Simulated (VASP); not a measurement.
# ZnO (Pnnm) in VASP: single point with PBE

Aim: the single point of ZnO with PBE.

Everything below comes from runs of VASP 6.6.1. Logs are shortened: lines on timing, memory, paths and dates and some standing lists are left out, and cuts for length are marked.

### 1 The cell of the first run

The typed cell holds 8 atoms: a = 5.607 Å, b = 5.610 Å, c = 3.279 Å, α = 90.00°, β = 90.00°, γ = 90.00°.

### 2 Single point, PBE (then relaxed in part)

Input file INCAR:

```
SYSTEM = ZnO
PREC = Accurate
ENCUT = 520
EDIFF = 1E-7
ISMEAR = 0
SIGMA = 0.05
LREAL = .False.
LASPH = .True.
NELM = 60
ALGO = Normal
ISIF = 2
LWAVE = .False.
LCHARG = .True.
GGA = PE
LELF = .True.
LVHAR = .True.
NBANDS = 46
```

Input file KPOINTS:

```
Automatic mesh
0
Gamma
  6 6 8
  0 0 0
```

Input file POSCAR:

```
ZnO
1.0
    5.6066896635      0.0000000000      0.0000000000
    0.0000000000      5.6099744096      0.0000000000
    0.0000000000      0.0000000000      3.2791379312
Zn O
4 4
Direct
    0.1817674781      0.1816011842      0.5000000000
    0.8182325219      0.8183988158      0.5000000000
    0.6817674781      0.3183988158      0.0000000000
    0.3182325219      0.6816011842      0.0000000000
    0.8183449214      0.1814721778      0.5000000000
    0.1816550786      0.8185278222      0.5000000000
    0.6816550786      0.6814721778      0.0000000000
    0.3183449214      0.3185278222      0.0000000000
```

Potentials or basis: VASP PAW PBE potentials, release 64 (Zn, O).

Command:

```sh
cat potpaw_PBE.64/Zn/POTCAR potpaw_PBE.64/O/POTCAR > POTCAR
mpirun -np 1 vasp_std > vasp.out
```

OUTCAR:

```text
SYSTEM = ZnO
   PREC = Accurate
   ENCUT = 520
   EDIFF = 1E-7
   ISMEAR = 0
   LREAL = .False.
   LASPH = .True.
   NELM = 60
   ISIF = 2
   GGA = PE

 ion  position               nearest neighbor table
   1  0.182  0.182  0.500-   8 1.97   8 1.97   6 2.04   5 2.04   2 2.88
   2  0.818  0.818  0.500-   7 1.97   7 1.97   5 2.04   6 2.04   1 2.88
   3  0.682  0.318  0.000-   5 1.97   5 1.97   7 2.04   8 2.04   4 2.88
   4  0.318  0.682  0.000-   6 1.97   6 1.97   8 2.04   7 2.04   3 2.88
   5  0.818  0.181  0.500-   3 1.97   3 1.97   2 2.04   1 2.04
   6  0.182  0.819  0.500-   4 1.97   4 1.97   1 2.04   2 2.04
   7  0.682  0.681  0.000-   2 1.97   2 1.97   3 2.04   4 2.04
   8  0.318  0.319  0.000-   1 1.97   1 1.97   4 2.04   3 2.04

  LATTYP: Found a simple orthorhombic cell.
 ALAT       =     3.2791379312
 B/A-ratio  =     1.7098059859
 C/A-ratio  =     1.7108076962

  Lattice vectors:

 A1 = (   0.0000000000,   0.0000000000,   3.2791379312)
 A2 = (   5.6066896635,   0.0000000000,   0.0000000000)
 A3 = (   0.0000000000,   5.6099744096,   0.0000000000)

Analysis of symmetry for initial positions (statically):
=====================================================================
 Subroutine PRICEL returns:
 Original cell was already a primitive cell.

 Routine SETGRP: Setting up the symmetry group for a
 simple orthorhombic supercell.

 Subroutine GETGRP returns: Found  8 space group operations
 (whereof  4 operations were pure point group operations)
 out of a pool of  8 trial point group operations.

The static configuration has the point symmetry C_2h.
 The point group associated with its full space group is D_2h.

Analysis of symmetry for dynamics (positions and initial velocities):
=====================================================================
 Subroutine PRICEL returns:
 Original cell was already a primitive cell.

 Routine SETGRP: Setting up the symmetry group for a
 simple orthorhombic supercell.

 Subroutine GETGRP returns: Found  8 space group operations
 (whereof  4 operations were pure point group operations)
 out of a pool of  8 trial point group operations.

The dynamic configuration has the point symmetry C_2h.
 The point group associated with its full space group is D_2h.

 Subroutine INISYM returns: Found  8 space group operations
 (whereof  4 operations are pure point group operations),
 and found     1 'primitive' translations

----------------------------------------------------------------------------------------

                                     Primitive cell

  volume of cell :     103.1400

  direct lattice vectors                    reciprocal lattice vectors
     5.606689664  0.000000000  0.000000000     0.178358365  0.000000000  0.000000000
     0.000000000  5.609974410  0.000000000     0.000000000  0.178253933  0.000000000
     0.000000000  0.000000000  3.279137931     0.000000000  0.000000000  0.304958200

  length of vectors
     5.606689664  5.609974410  3.279137931     0.178358365  0.178253933  0.304958200

  position of ions in fractional coordinates (direct lattice)
     0.181767478  0.181601184  0.500000000
     0.818232522  0.818398816  0.500000000
     0.681767478  0.318398816  0.000000000
     0.318232522  0.681601184  0.000000000
     0.818344921  0.181472178  0.500000000
     0.181655079  0.818527822  0.500000000
     0.681655079  0.681472178  0.000000000
     0.318344921  0.318527822  0.000000000

  ion indices of the primitive-cell ions
   primitive index   ion index
                 1           1
                 2           2
                 3           3
                 4           4
                 5           5
                 6           6
                 7           7
                 8           8

----------------------------------------------------------------------------------------

 KPOINTS: Automatic mesh

Automatic generation of k-mesh.
 Grid dimensions read from file:
 generate k-points for:    6    6    8

 Generating k-lattice:

  Cartesian coordinates                     Fractional coordinates (reciprocal lattice)
     0.029726394  0.000000000  0.000000000     0.166666667  0.000000000  0.000000000
     0.000000000  0.029708989  0.000000000     0.000000000  0.166666667  0.000000000
     0.000000000  0.000000000  0.038119775     0.000000000  0.000000000  0.125000000

  Length of vectors
     0.029726394  0.029708989  0.038119775

  Shift w.r.t. Gamma in fractional coordinates (k-lattice)
     0.000000000  0.000000000  0.000000000

 Subroutine IBZKPT returns following result:
 ===========================================

 Found     80 irreducible k-points:

 Following reciprocal coordinates:
            Coordinates               Weight
  0.000000  0.000000  0.000000      1.000000
  0.166667  0.000000  0.000000      2.000000
  0.333333  0.000000  0.000000      2.000000
  0.500000  0.000000  0.000000      1.000000
  0.000000  0.166667  0.000000      2.000000
  0.166667  0.166667  0.000000      4.000000
[... 16 lines left out ...]
  0.333333  0.166667  0.125000      8.000000
  0.500000  0.166667  0.125000      4.000000
 [... further k-points ...]
   k-points           NKPTS =     80   k-points in BZ     NKDIM =     80   number of bands    NBANDS=     46
   number of dos      NEDOS =    301   number of ions     NIONS =      8
   total plane-waves  NPLWV =  42336
   dimension x,y,z NGX =    42 NGY =   42 NGZ =   24
   dimension x,y,z NGXF=    84 NGYF=   84 NGZF=   48
   ions per type =               4   4
   NGX,Y,Z   is equivalent  to a cutoff of  12.45, 12.45, 12.17 a.u.
   NGXF,Y,Z  is equivalent  to a cutoff of  24.91, 24.89, 24.34 a.u.
 SYSTEM =  ZnO
   PREC   = accura    normal or accurate (medium, high low for compatibility)
   ISTART =      0    job   : 0-new  1-cont  2-samecut
   ICHARG =      2    charge: 1-file 2-atom 10-const
   ISPIN  =      1    spin polarized calculation?
   LNONCOLLINEAR =      F non collinear calculations
   LSORBIT =      F    spin-orbit coupling
   LASPH  =      T    aspherical Exc in radial PAW
   ENCUT  =  520.0 eV  38.22 Ry    6.18 a.u.  10.42 10.43  6.10*2*pi/ulx,y,z
   NELM   =     60;   NELMIN=  2; NELMDL= -5     # of ELM steps
   EDIFF  = 0.1E-06   stopping-criterion for ELM
   LREAL  =      F    real-space projection
   EDIFFG = 0.1E-05   stopping-criterion for IOM
   NSW    =      0    number of steps for IOM
   IBRION =     -1    ionic relax: 0-MD 1-quasi-New 2-CG
   NFREE  =      0    steps in history (QN), initial steepest desc. (CG)
   ISIF   =      2    stress and relaxation
   ISYM   =      2    0-nonsym 1-usesym 2-fastsym
   POTIM  = 0.5000    time-step for ionic-motion
   TEBEG  =    0.0;   TEEND  =   0.0 temperature during run
   PSTRESS=    0.0 pullay stress
   NELECT =      72.0000    total number of electrons
   NUPDOWN=      -1.0000    fix difference up-down
   EMIN   =  10.00;   EMAX   =-10.00  energy-range for DOS
   EFERMI =   0.00;   METHOD = LEGACY
   ISMEAR =     0;   SIGMA  =   0.05  broadening in eV -4-tet -1-fermi 0-gaus
   EFERMI_NEDOS =   21; number of points for ismear=-14 and -15
   IALGO  =     38    algorithm
   IMIX   =      4    mixing-type and parameters
     AMIX     =   0.40;   BMIX     =  1.00
     AMIX_MAG =   1.60;   BMIX_MAG =  1.00
  volume/ion in A,a.u.               =      12.89        87.00
  Fermi-wavevector in a.u.,A,eV,Ry     =   1.452256  2.744367 28.695349  2.109049
  Thomas-Fermi vector in A             =   2.569659
   LORBIT       =      0    0 simple, 1 ext, 2 COOP (PROOUT), +10 PAW based schemes
   GGA     = PE    functional components
   LHFCALC =     F    Hartree Fock is set to
   AEXX    =    0.0000 exact exchange contribution
   IVDW    =     0    specifies the selected vdW correction
   LEPSILON=     F    determine dielectric tensor
   LRPA    =     F    only Hartree local field effects (RPA)
 non-spin polarized calculation
 Gauss-broadening in eV      SIGMA  =   0.05
  energy-cutoff  :      520.00
  volume of cell :      103.14
 maximum number of plane-waves:      2804
 NGX is ok and might be reduce to    42
   NGX = 21   NGY = 21   NGZ = 13

 number of electron      71.9999974 magnetization

 Free energy of the ion-electron system (eV)
  ---------------------------------------------------
  ext. energy  EPLUGINS =         0.00000000
  ---------------------------------------------------
  free energy    TOTEN  =       -35.53729295 eV

  energy without entropy =      -35.53729295  energy(sigma->0) =      -35.53729295

 E-fermi :   0.9142     XC(G=0): -10.4148

 val. band max:        0.6775787534   @ k =   0.0000   0.0000   0.0000
 cond. band min:       1.4220863137   @ k =   0.0000   0.0000   0.0000
 fundamental gap:      0.7445075603
 Fermi energy:         0.9142292983

 k-point     1 :       0.0000    0.0000    0.0000
  band No.  band energies     occupation
      1     -17.1595      2.00000
      2     -16.5018      2.00000
      3     -16.5015      2.00000
      4     -16.4262      2.00000
      5      -5.4116      2.00000
      6      -5.2287      2.00000
[... 38 lines left out ...]
     45      10.7746      0.00000
     46      12.8187      0.00000

 k-point     2 :       0.1667    0.0000    0.0000
  band No.  band energies     occupation
      1     -17.1246      2.00000
      2     -16.5814      2.00000
      3     -16.4886      2.00000
      4     -16.3965      2.00000
      5      -5.4103      2.00000
      6      -5.2481      2.00000
[... 38 lines left out ...]
     45      11.1898      0.00000
     46      12.6825      0.00000

 k-point     3 :       0.3333    0.0000    0.0000
  band No.  band energies     occupation
      1     -17.0263      2.00000
      2     -16.7247      2.00000
      3     -16.4545      2.00000
      4     -16.3892      2.00000
      5      -5.3948      2.00000
      6      -5.2970      2.00000
[... 38 lines left out ...]
     45      11.1567      0.00000
     46      12.0148      0.00000

 k-point     4 :       0.5000    0.0000    0.0000
  band No.  band energies     occupation
      1     -16.8837      2.00000
      2     -16.8837      2.00000
      3     -16.4146      2.00000
      4     -16.4146      2.00000
      5      -5.3534      2.00000
      6      -5.3534      2.00000
[... 920 lines left out ...]
     45      11.1354      0.00000
     46      11.9477      0.00000

 k-point    23 :       0.3333    0.1667    0.1250
  band No.  band energies     occupation
      1     -16.9482      2.00000
      2     -16.6845      2.00000
      3     -16.4584      2.00000
      4     -16.3832      2.00000
      5      -5.3334      2.00000
      6      -5.2903      2.00000
[... 38 lines left out ...]
     45      11.1145      0.00000
     46      11.5665      0.00000

 k-point    24 :       0.5000    0.1667    0.1250
  band No.  band energies     occupation
      1     -16.8210      2.00000
      2     -16.8210      2.00000
      3     -16.4167      2.00000
      4     -16.4167      2.00000
      5      -5.3306      2.00000
      6      -5.3306      2.00000
[... 38 lines left out ...]
     45      11.1209      0.00000
     46      11.1209      0.00000

 [... further k-points ...]

------------------------ aborting loop because EDIFF is reached ----------------------------------------

  FORCE on cell =-STRESS in cart. coord.  units (eV):
  Direction    XX          YY          ZZ          XY          YZ          ZX
  --------------------------------------------------------------------------------------
  -------------------------------------------------------------------------------------
  Total        0.5311757      0.5290985      0.6711273      0.0000000      0.0000000      0.0000000
  in kB        8.2512875      8.2190193     10.4252962      0.0000000      0.0000000      0.0000000
  external PRESSURE =       8.9652010 kB  Pullay stress =       0.0000000 kB

 VOLUME and BASIS-vectors are now :
 -----------------------------------------------------------------------------
  energy-cutoff  :      520.00
  volume of cell :      103.14
      direct lattice vectors                 reciprocal lattice vectors
     5.606689664  0.000000000  0.000000000     0.178358365  0.000000000  0.000000000
     0.000000000  5.609974410  0.000000000     0.000000000  0.178253933  0.000000000
     0.000000000  0.000000000  3.279137931     0.000000000  0.000000000  0.304958200

 POSITION                                       TOTAL-FORCE (eV/Angst)
 -----------------------------------------------------------------------------------
      1.01911      1.01878      1.63957        -0.004621     -0.002359      0.000000
      4.58758      4.59120      1.63957         0.004621      0.002359      0.000000
      3.82246      1.78621      0.00000        -0.004621      0.002359      0.000000
      1.78423      3.82377      0.00000         0.004621     -0.002359      0.000000
      4.58821      1.01805      1.63957         0.003775     -0.001741      0.000000
      1.01848      4.59192      1.63957        -0.003775      0.001741      0.000000
      3.82183      3.82304      0.00000        -0.003775     -0.001741      0.000000
      1.78486      1.78693      0.00000         0.003775      0.001741      0.000000
 -----------------------------------------------------------------------------------
    total drift:                               -0.000000      0.000000     -0.000000

  FREE ENERGIE OF THE ION-ELECTRON SYSTEM (eV)
  ---------------------------------------------------
  free  energy   TOTEN  =       -35.5372929540 eV

  energy  without entropy=      -35.5372929540  energy(sigma->0) =      -35.53729295
```

Wall time 8 min (1 thread of Intel Xeon Platinum 8375C at 2.90GHz (Ice Lake), shared host); peak memory 0.38 GiB.

Results:

| Item | Value |
| --- | --- |
| Free energy | -35.5373 eV |
| Pressure | 0.9 GPa |
| Largest force | 0.005 eV/Å |
| Band gap on the k mesh | 0.74 eV |

Forces on the atoms (eV/Å):
```
Zn  -0.005 -0.002  0.000
Zn   0.005  0.002  0.000
Zn  -0.005  0.002  0.000
Zn   0.005 -0.002  0.000
O    0.004 -0.002  0.000
O   -0.004  0.002  0.000
O   -0.004 -0.002  0.000
O    0.004  0.002  0.000
```

Caveat: the cell differs from its parent crystal (then relaxed in part).
